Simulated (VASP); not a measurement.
# Mn (Pm-3m) in VASP: a series of runs, part 2 of 2

VASP 6.6.1.

## 3. Single point, PBE, collinear spin, antiferromagnetic start (12.30 Å³/atom)

This run uses another cell than the first one, of 12.30 Å³/atom.

Input file INCAR:

```
ALGO = Normal ; EDIFF = 1E-6
ENCUT = 520 ; GGA = PE
ISIF = 2 ; ISMEAR = -1
ISPIN = 2 ; LASPH = T
LCHARG = F ; LMAXMIX = 4
LORBIT = 11 ; LREAL = F
LWAVE = F ; MAGMOM = 2.238 -2.238
NBANDS = 24 ; NELM = 150
PREC = Accurate ; SIGMA = 0.05
```

Input file KPOINTS:

```
k-points
0
Gamma
  13 13 13
```

Input file POSCAR:

```
Mn
1.0
    0.0000000000      2.3080641001      2.3080641001
    2.3080641001      0.0000000000      2.3080641001
    2.3080641001      2.3080641001      0.0000000000
Mn
2
Direct
    0.0000000000      0.0000000000      0.0000000000
    0.5000000000      0.5000000000      0.5000000000
```

Potentials or basis: VASP PAW PBE potentials, release 64 (Mn_pv).

The run is started by

```console
$ cat potpaw_PBE.64/Mn_pv/POTCAR > POTCAR
$ mpirun -np 1 vasp_std > vasp.out
```

Run time: 27 s. Hardware: 1 thread of Intel Xeon 6975P-C (Granite Rapids), shared host; peak memory 0.19 GiB.

The run converged. Its results:

| Quantity | Value |
| --- | --- |
| Free energy | -16.5535 eV |
| Pressure | 11.0 GPa |
| Band gap on the k mesh | zero (filled and empty bands overlap) |
| Net moment | 0.00 μB per cell |
| Site moments | Mn +2.06, -2.06 μB |
| Valence electrons inside the program's atomic spheres | Mn 11.95 |

Levels at points of the mesh, in eV from the Fermi level:
Spin up:
| k point | band 10 | band 11 | band 12 | band 13 | band 14 | band 15 | band 16 | band 17 |
| --- | --- | --- | --- | --- | --- | --- | --- | --- |
| (0.00, 0.00, 0.00) | -3.62 | -3.62 | -3.62 | 1.67 | 1.67 | 1.67 | 2.76 | 2.76 |
Spin down:
```csv
k point,band 10,band 11,band 12,band 13,band 14,band 15,band 16,band 17
"(0.00, 0.00, 0.00)",-3.62,-3.62,-3.62,1.67,1.67,1.67,2.76,2.76
```

Caveat: the cell stands under pressure.

## 4. Single point, PBE, collinear spin, antiferromagnetic start (12.83 Å³/atom)

This run uses another cell than the first one, of 12.83 Å³/atom.

Input file INCAR:

```
SYSTEM = Mn
ALGO = Normal
EDIFF = 1E-6
ENCUT = 520
GGA = PE
ISIF = 2
ISMEAR = -1
ISPIN = 2
LASPH = .TRUE.
LCHARG = .FALSE.
LMAXMIX = 4
LORBIT = 11
LREAL = .FALSE.
LWAVE = .FALSE.
MAGMOM = 2.238 -2.238
NBANDS = 24
NELM = 150
PREC = Accurate
SIGMA = 0.05
```

Input file KPOINTS:

```
k-points
0
G
  13 13 13
  0 0 0
```

Input file POSCAR:

```
Mn
1.0
    0.0000000000      2.3410408997      2.3410408997
    2.3410408997      0.0000000000      2.3410408997
    2.3410408997      2.3410408997      0.0000000000
Mn
2
Direct
    0.0000000000      0.0000000000      0.0000000000
    0.5000000000      0.5000000000      0.5000000000
```

The run is started by

```console
$ cat potpaw_PBE.64/Mn_pv/POTCAR > POTCAR
$ mpirun -np 1 vasp_std > vasp.out
```

It took 50 s on 1 thread of Intel Xeon 6975P-C (Granite Rapids), shared host; peak memory 0.21 GiB.

The run converged. Its results:

| Item | Value |
| --- | --- |
| Free energy | -16.6077 eV |
| Pressure | 5.1 GPa |
| Band gap on the k mesh | zero (filled and empty bands overlap) |
| Net moment | 0.00 μB per cell |
| Site moments | Mn +2.22, -2.22 μB |
| Valence electrons inside the program's atomic spheres | Mn 11.88 |

Levels at points of the mesh, in eV from the Fermi level:
Spin up:
| k point | band 10 | band 11 | band 12 | band 13 | band 14 | band 15 | band 16 | band 17 |
| --- | --- | --- | --- | --- | --- | --- | --- | --- |
| (0.00, 0.00, 0.00) | -3.47 | -3.47 | -3.47 | 1.63 | 1.63 | 1.63 | 2.62 | 2.62 |
Spin down:
| k point | band 10 | band 11 | band 12 | band 13 | band 14 | band 15 | band 16 | band 17 |
| --- | --- | --- | --- | --- | --- | --- | --- | --- |
| (0.00, 0.00, 0.00) | -3.47 | -3.47 | -3.47 | 1.63 | 1.63 | 1.63 | 2.62 | 2.62 |

Caveat: the cell stands under pressure.

## 5. Single point, PBE, collinear spin, antiferromagnetic start (13.36 Å³/atom)

This run uses another cell than the first one, of 13.36 Å³/atom.

Input file INCAR:

```
ALGO = Normal ; EDIFF = 1E-6
ENCUT = 520 ; GGA = PE
ISIF = 2 ; ISMEAR = -1
ISPIN = 2 ; LASPH = T
LCHARG = F ; LMAXMIX = 4
LORBIT = 11 ; LREAL = F
LWAVE = F ; MAGMOM = 2.238 -2.238
NBANDS = 24 ; NELM = 150
PREC = Accurate ; SIGMA = 0.05
```

Input file KPOINTS:

```
k-points
0
Gamma
  13 13 13
```

Input file POSCAR:

```
Mn
1.0
    0.0000000000      2.3731139387      2.3731139387
    2.3731139387      0.0000000000      2.3731139387
    2.3731139387      2.3731139387      0.0000000000
Mn
2
Direct
    0.0000000000      0.0000000000      0.0000000000
    0.5000000000      0.5000000000      0.5000000000
```

Potentials or basis: VASP PAW PBE potentials, release 64 (Mn_pv).

The run is started by

```console
$ cat potpaw_PBE.64/Mn_pv/POTCAR > POTCAR
$ mpirun -np 1 vasp_std > vasp.out
```

OUTCAR:

```text
EDIFF = 1E-6
   ENCUT = 520
   GGA = PE
   ISIF = 2
   ISMEAR = -1
   ISPIN = 2
   LASPH = T
   LORBIT = 11
   LREAL = F
   NELM = 150
   PREC = Accurate

 ion  position               nearest neighbor table
   1  0.000  0.000  0.000-   2 2.37   2 2.37   2 2.37   2 2.37   2 2.37   2 2.37
   2  0.500  0.500  0.500-   1 2.37   1 2.37   1 2.37   1 2.37   1 2.37   1 2.37

  LATTYP: Found a face centered cubic cell.
 ALAT       =     4.7462278774

  Lattice vectors:

 A1 = (   0.0000000000,   2.3731139387,   2.3731139387)
 A2 = (   2.3731139387,   0.0000000000,   2.3731139387)
 A3 = (   2.3731139387,   2.3731139387,   0.0000000000)

[... 1539 lines left out ...]
 VOLUME and BASIS-vectors are now :
 -----------------------------------------------------------------------------
  energy-cutoff  :      520.00
  volume of cell :       26.73
      direct lattice vectors                 reciprocal lattice vectors
     0.000000000  2.373113939  2.373113939    -0.210693634  0.210693634  0.210693634
     2.373113939  0.000000000  2.373113939     0.210693634 -0.210693634  0.210693634
     2.373113939  2.373113939  0.000000000     0.210693634  0.210693634 -0.210693634

 POSITION                                       TOTAL-FORCE (eV/Angst)
 -----------------------------------------------------------------------------------
      0.00000      0.00000      0.00000        -0.000000     -0.000000      0.000000
      2.37311      2.37311      2.37311         0.000000      0.000000     -0.000000
 -----------------------------------------------------------------------------------
    total drift:                                0.000000      0.000000      0.000000

  FREE ENERGIE OF THE ION-ELECTRON SYSTEM (eV)
  ---------------------------------------------------
  free  energy   TOTEN  =       -16.6269485016 eV

  energy  without entropy=      -16.6124900472  energy(sigma->0) =      -16.61971927

 total charge

# of ion       s       p       d       tot
------------------------------------------
    1        0.411   6.274   5.134  11.820
    2        0.411   6.274   5.134  11.820
--------------------------------------------------
tot          0.823  12.549  10.268  23.639

 magnetization (x)

# of ion       s       p       d       tot
------------------------------------------
    1        0.040   0.019   2.313   2.371
    2       -0.040  -0.019  -2.313  -2.371
--------------------------------------------------
tot          0.000   0.000   0.000   0.000
```

OSZICAR:

```text
N       E                     dE             d eps       ncg     rms          rms(c)
DAV:   1     0.258957079481E+03    0.25896E+03   -0.14892E+04  8200   0.143E+03
DAV:   2    -0.793614950078E+01   -0.26689E+03   -0.25528E+03  8240   0.397E+02
DAV:   3    -0.184233614295E+02   -0.10487E+02   -0.10438E+02  8960   0.907E+01
DAV:   4    -0.185306481816E+02   -0.10729E+00   -0.10728E+00  9256   0.893E+00
DAV:   5    -0.185327427088E+02   -0.20945E-02   -0.20945E-02  9216   0.126E+00    0.144E+01
DAV:   6    -0.166373860393E+02    0.18954E+01   -0.78672E+00  8432   0.356E+01    0.748E+00
DAV:   7    -0.166101203257E+02    0.27266E-01   -0.55480E-01  8520   0.931E+00    0.315E+00
DAV:   8    -0.166258720372E+02   -0.15752E-01   -0.43130E-02  9584   0.139E+00    0.130E+00
DAV:   9    -0.166260854904E+02   -0.21345E-03   -0.57442E-02  9528   0.138E+00    0.328E-01
DAV:  10    -0.166267445371E+02   -0.65905E-03   -0.30122E-03  8712   0.474E-01    0.199E-01
DAV:  11    -0.166269277849E+02   -0.18325E-03   -0.12981E-03  9552   0.282E-01    0.734E-02
DAV:  12    -0.166269495591E+02   -0.21774E-04   -0.55069E-05  8744   0.760E-02    0.150E-02
DAV:  13    -0.166269506181E+02   -0.10590E-05   -0.28716E-06  8952   0.129E-02    0.961E-03
DAV:  14    -0.166269492005E+02    0.14176E-05   -0.88065E-07  5624   0.727E-03    0.583E-03
DAV:  15    -0.166269485016E+02    0.69891E-06   -0.37152E-07  4496   0.444E-03
   1 F= -.16626949E+02 E0= -.16619719E+02  d E =-.144585E-01  mag=     0.0000
```

Wall time 53 s (1 thread of Intel Xeon 6975P-C (Granite Rapids), shared host); peak memory 0.22 GiB.

What came out:

| Quantity | Value |
| --- | --- |
| Free energy | -16.6269 eV |
| Pressure | 0.6 GPa |
| Band gap on the k mesh | zero (filled and empty bands overlap) |
| Net moment | 0.00 μB per cell |
| Site moments | Mn +2.37, -2.37 μB |
| Valence electrons inside the program's atomic spheres | Mn 11.82 |

Levels at points of the mesh, in eV from the Fermi level:
Spin up:
| k point | band 9 | band 10 | band 11 | band 12 | band 13 | band 14 | band 15 | band 16 | band 17 | band 18 |
| --- | --- | --- | --- | --- | --- | --- | --- | --- | --- | --- |
| (0.00, 0.00, 0.00) | -3.50 | -3.35 | -3.35 | -3.35 | 1.58 | 1.58 | 1.58 | 2.48 | 2.48 | 11.38 |
Spin down:
| k point | band 10 | band 11 | band 12 | band 13 | band 14 | band 15 | band 16 | band 17 |
| --- | --- | --- | --- | --- | --- | --- | --- | --- |
| (0.00, 0.00, 0.00) | -3.35 | -3.35 | -3.35 | 1.58 | 1.58 | 1.58 | 2.48 | 2.48 |

## 6. The runs side by side

```csv
cell,gap on the mesh (eV),pressure (GPa),moment (μB)
"a = 3.216 Å, angles 60.0°, 2 atoms",none,18.8,0.00
"a = 3.264 Å, angles 60.0°, 2 atoms",none,11.0,0.00
"a = 3.311 Å, angles 60.0°, 2 atoms",none,5.1,0.00
"a = 3.356 Å, angles 60.0°, 2 atoms",none,0.6,0.00
```

Alike in all rows: task single point; level PBE; potentials or basis VASP PAW PBE potentials, release 64 (Mn_pv); spin collinear, antiferromagnetic start; k mesh 13 × 13 × 13; cutoff (eV) 520; smearing fermi-dirac 0.05 eV.

Caveats: the cell stands under pressure (at least some runs).

Total energies depend on the potentials used, so only differences within one code and one set of settings carry meaning.
